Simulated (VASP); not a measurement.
Write the native input for VASP 6.6.1 that does the following.

- Task: single point
- Functional: PBE
- Potentials or basis: VASP PAW PBE potentials, release 64 (Si, F)
- Cutoff: 520 eV
- k mesh: 21 × 21 × 21
- Occupations: gaussian, width 0.1 eV
- Spin: no spin polarisation
- Dipole correction: no
- Further INCAR settings: ALGO = Normal; EDIFF = 1e-06; NBANDS = 14

The structure of Si2F lies in POSCAR:

```
Si2F
1.0
    1.3184818312      0.7612258402      6.4223454054
   -1.3184818312      0.7612258402      6.4223454054
    0.0000000000     -1.5224516804      6.4223454054
Si F
2 1
Direct
    0.7681406524      0.7681406524      0.7681406524
    0.2318593476      0.2318593476      0.2318593476
    0.0000000000      0.0000000000      0.0000000000
```

One way to write it, as run:

INCAR

```
PREC = Accurate
ENCUT = 520
EDIFF = 1E-6
ISMEAR = 0
SIGMA = 0.1
LREAL = False
LASPH = True
NELM = 60
ALGO = Normal
ISIF = 2
LWAVE = False
LCHARG = False
GGA = PE
NBANDS = 14
```

KPOINTS

```
Automatic mesh
0
Gamma
  21 21 21
```

Potentials or basis: VASP PAW PBE potentials, release 64 (Si, F).

Command:

```console
$ cat potpaw_PBE.64/Si/POTCAR potpaw_PBE.64/F/POTCAR > POTCAR
$ mpirun -np 1 vasp_std > vasp.out
```

It gave:

* Pressure: -0.1 GPa
* Largest force: 0.007 eV/Å
* Band gap on the k mesh: zero (an odd number of electrons rules out a gap without spin polarisation)

Caveat: an odd number of electrons without spin polarisation forces a metal; a magnetic or distorted state may lie lower.

It took 26 min on 1 thread of Intel(R) Xeon(R) Platinum 8488C (Sapphire Rapids) (shared host), peak memory 0.66 GiB.
